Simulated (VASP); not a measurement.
FePt (Tetraferroplatinum): single point with LDA

Crystal: FePt (Tetraferroplatinum).

```
CELL_PARAMETERS angstrom
2.72350 0.00000 0.00000
0.00000 2.72350 0.00000
0.00000 0.00000 3.72000
ATOMIC_POSITIONS crystal
Pt 0.50000 0.50000 0.50000
Fe 0.00000 0.00000 0.00000
```

```yaml
Program: VASP 6.6.1
Task: single point
Functional: LDA
Potentials_or_basis: VASP PAW LDA potentials, release 64 (Pt, Fe)
Cutoff: 520 eV
k_mesh: 10 × 10 × 7
Occupations: fermi-dirac, width 0.05 eV
Spin: collinear spin, ferromagnetic start
Starting_moments: "[0.0, 3.0] μB"
```

```yaml
Pressure: -12.7 GPa
Net_moment: 3.19 μB per cell
Site_moments: Pt +0.35; Fe +2.80 μB
Valence_electrons_inside_the_program's_atomic_spheres: Pt 9.42; Fe 7.02
```

Stress tensor (GPa, compression positive):
```
-13.13   0.00   0.00
  0.00 -13.13   0.00
  0.00   0.00 -11.77
```

Levels at points of the mesh, in eV from the Fermi level:
Spin up:
```tsv
k point	band 8	band 9	band 10	band 11	band 12	band 13	band 14	band 15
(0.00, 0.00, 0.00)	-1.66	-0.41	-0.22	-0.22	2.29	9.86	11.64	11.64
(0.50, 0.00, 0.00)	-2.22	-1.88	-1.60	0.35	2.07	10.52	10.61	12.57
(0.50, 0.50, 0.00)	-0.27	-0.27	0.59	1.62	1.62	7.66	10.13	10.91
```
Spin down:
```csv
k point,band 6,band 7,band 8,band 9,band 10,band 11
"(0.00, 0.00, 0.00)",-0.77,-0.77,0.45,1.48,1.63,1.63
"(0.50, 0.00, 0.00)",-1.36,-1.20,-0.97,0.32,0.63,2.36
"(0.50, 0.50, 0.00)",1.13,1.48,1.70,1.70,1.75,1.90
```

Wall time 2.4 min on 1 thread of Oxide Virtual Turin-like Processor, on a shared host, peak memory 0.16 GiB.

Caveat: spin-orbit coupling is left out, which moves the levels of the heavy elements.
